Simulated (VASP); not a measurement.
Wanted: the native input for a VASP 6.6.1 run.

- Task: single point
- Functional: PBE
- Potentials or basis: VASP PAW PBE potentials, release 64 (Bi_d, Se)
- Cutoff: 520 eV
- k mesh: 4 × 4 × 4
- Occupations: gaussian, width 0.1 eV
- Spin: no spin polarisation
- Dipole correction: no
- Further INCAR settings: ALGO = Normal; EDIFF = 1e-06; NBANDS = 48

The structure of Bi4Se3 lies in POSCAR:

```
Bi4Se3
1.0
    6.0519330900      0.0000000000      0.0000000000
    0.0000000000      6.0519330900      0.0000000000
    0.0000000000      0.0000000000      6.0519330900
Bi Se
4 3
Direct
    0.5000000000      0.0000000000      0.0000000000
    0.0000000000      0.5000000000      0.0000000000
    0.0000000000      0.0000000000      0.5000000000
    0.0000000000      0.0000000000      0.0000000000
    0.0000000000      0.5000000000      0.5000000000
    0.5000000000      0.0000000000      0.5000000000
    0.5000000000      0.5000000000      0.0000000000
```

These files were run (other wordings do the same):

INCAR

```
SYSTEM = Bi4Se3
  PREC = Accurate
  ENCUT = 520
  EDIFF = 1E-6
  ISMEAR = 0
  SIGMA = 0.1
  LREAL = .FALSE.
  LASPH = .TRUE.
  NELM = 100
  ALGO = Normal
  ISIF = 2
  LWAVE = .FALSE.
  LCHARG = .TRUE.
  GGA = PE
  LELF = .TRUE.
  LVHAR = .TRUE.
  NBANDS = 48
```

KPOINTS

```
regular mesh
0
G
  4 4 4
  0 0 0
```

Potentials or basis: VASP PAW PBE potentials, release 64 (Bi_d, Se).

The run is started by

```sh
$ cat potpaw_PBE.64/Bi_d/POTCAR potpaw_PBE.64/Se/POTCAR > POTCAR
$ mpirun -np 1 vasp_std > vasp.out
```

Results of the run:

```yaml
Pressure: 1.7 GPa
```

Wall time 95 s on 1 thread of Intel(R) Xeon(R) Platinum 8259CL CPU @ 2.50GHz (Skylake/Cascade Lake), on a shared host, peak memory 0.36 GiB.
